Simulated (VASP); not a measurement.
Set up this calculation in VASP 6.6.1, as the native input.

```
Task                   : relaxation of cell and atoms
Functional             : PBE
Potentials or basis    : VASP PAW PBE potentials, release 64 (Al, Co)
Cutoff                 : 600 eV
k mesh                 : 14 × 14 × 14
Occupations            : gaussian, width 0.1 eV
Spin                   : collinear spin, ferromagnetic start
Starting moments       : [0.0, 1.25, 1.25] μB
Dipole correction      : no
Further INCAR settings : ALGO = Normal; EDIFF = 1e-07; IBRION = 2; EDIFFG = -0.01; NSW = 100; ISIF = 3
```

The structure of AlCo2 lies in POSCAR:

```
AlCo2
1.0
    0.0000000000      2.7392350101      2.7392350101
    2.7392350101      0.0000000000      2.7392350101
    2.7392350101      2.7392350101      0.0000000000
Al Co
1 2
Direct
    0.0000000000      0.0000000000      0.0000000000
    0.7500000000      0.7500000000      0.7500000000
    0.2500000000      0.2500000000      0.2500000000
```

The cell was generated, and may not be a known phase.

One way to write it, as run:

INCAR

```
SYSTEM = AlCo2
PREC = Accurate
ENCUT = 600
EDIFF = 1E-7
ISMEAR = 0
SIGMA = 0.1
LREAL = .FALSE.
LASPH = .TRUE.
NELM = 150
ALGO = Normal
ISIF = 3
LWAVE = .FALSE.
LCHARG = .FALSE.
ISPIN = 2
MAGMOM = 0 1.25 1.25
LORBIT = 11
LMAXMIX = 4
GGA = PE
IBRION = 2
NSW = 100
EDIFFG = -0.01
```

KPOINTS

```
regular mesh
0
G
  14 14 14
  0 0 0
```

Potentials or basis: VASP PAW PBE potentials, release 64 (Al, Co).

Run with:

```console
$ cat potpaw_PBE.64/Al/POTCAR potpaw_PBE.64/Co/POTCAR > POTCAR
$ mpirun -np 1 vasp_std > vasp.out
```

It gave:

```yaml
Relaxed_volume: 13.66 Å³/atom
Relaxed_cell: a = 3.870 Å, b = 3.870 Å, c = 3.870 Å, α = 60.00°, β = 60.00°, γ = 60.00°
Space_group_after_relaxing_to_0.1_Å: Fm-3m (No. 225)
Energy_gained_by_relaxing: 0.0 meV/atom
Ionic_steps: 3
Pressure_after_relaxing: 0.0 GPa
Net_moment: 1.91 μB per cell
Site_moments: Al -0.05; Co +1.02 μB
Valence_electrons_inside_the_program's_atomic_spheres: Al 0.92; Co 8.21
```

Wall time 2.6 min on 1 thread of AMD EPYC 9R45 (Zen 5), with other jobs on the host, peak memory 0.27 GiB.
